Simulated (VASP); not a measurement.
Write the native input for VASP 6.6.1 that does the following.

* Task: single point
* Functional: PBEsol
* Dispersion: D3(BJ)
* Potentials or basis: VASP PAW PBE potentials, release 64 (Hg)
* Cutoff: 520 eV
* k mesh: 18 × 18 × 10
* Occupations: gaussian, width 0.15 eV
* Spin: no spin polarisation
* Dipole correction: no
* Further INCAR settings: ALGO = Fast; EDIFF = 1e-07; NBANDS = 19

The structure of Hg lies in POSCAR:

```
Hg
1.0
    3.3118000000      0.0000000000      0.0000000000
   -1.6559000000      2.8681029323      0.0000000000
    0.0000000000      0.0000000000      4.8734000000
Hg
2
Direct
    0.6666666667      0.3333333333      0.7500000000
    0.3333333333      0.6666666667      0.2500000000
```

One way to write it, as run:

INCAR

```
SYSTEM = Hg
PREC = Accurate
ENCUT = 520
EDIFF = 1E-7
ISMEAR = 0
SIGMA = 0.15
LREAL = .FALSE.
LASPH = .TRUE.
NELM = 60
ALGO = Fast
ISIF = 2
LWAVE = .FALSE.
LCHARG = .FALSE.
GGA = PS
IVDW = 12
NBANDS = 19
```

KPOINTS

```
regular mesh
0
G
  18 18 10
  0 0 0
```

Potentials or basis: VASP PAW PBE potentials, release 64 (Hg).

Launch:

```console
$ cat potpaw_PBE.64/Hg/POTCAR > POTCAR
$ mpirun -np 1 vasp_std > vasp.out
```

Results of the run:

The pressure is -1.9 GPa. The band gap on the k mesh is zero (bands 12 and 13 overlap by 1.15 eV) and the dispersion energy per atom is -0.431 eV.

Caveat: the PAW data sets were made with another functional, which shifts forces and pressure a little; spin-orbit coupling is left out, which moves the levels of the heavy elements.

Run time: 2.7 min on 1 thread of Oxide Virtual Turin-like Processor, with other jobs on the host, peak memory 0.26 GiB.
